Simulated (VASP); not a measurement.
**Au: single point with PBE**

The system is Au.

```xyz
1
Lattice="0.0000 2.0150 2.0150 2.0150 0.0000 2.0150 2.0150 2.0150 0.0000" Properties=species:S:1:pos:R:3 pbc="T T T"
Au    0.0000    0.0000    0.0000
```

```
Program                : VASP 6.6.1
Task                   : single point
Functional             : PBE
Potentials or basis    : VASP PAW PBE potentials, release 64 (Au)
Cutoff                 : 500 eV
k mesh                 : 18 × 18 × 18
Occupations            : gaussian, width 0.1 eV
Spin                   : no spin polarisation
Dipole correction      : no
Further INCAR settings : ALGO = Normal; EDIFF = 1e-06; NBANDS = 12
```

```yaml
Pressure: 17.1 GPa
Band_gap_on_the_k_mesh: zero (an odd number of electrons rules out a gap without spin polarisation)
```

Levels at points of the mesh, in eV from the Fermi level:
```csv
k point,band 3,band 4,band 5,band 6,band 7,band 8,band 9,band 10
"(0.00, 0.00, 0.00)",-4.92,-4.92,-3.29,-3.29,14.46,18.69,18.69,18.69
"(0.50, 0.00, 0.00)",-4.96,-2.00,-2.00,-1.15,3.30,13.92,17.44,17.44
"(0.50, 0.50, 0.00)",-2.05,-1.65,-1.65,0.91,6.12,10.12,10.12,17.66
```

Wall time 10 s on 1 thread of Intel(R) Xeon(R) 6975P-C (Granite Rapids), on a shared host, peak memory 0.16 GiB.

Caveat: the cell stands under pressure; spin-orbit coupling is left out, which moves the levels of the heavy elements.
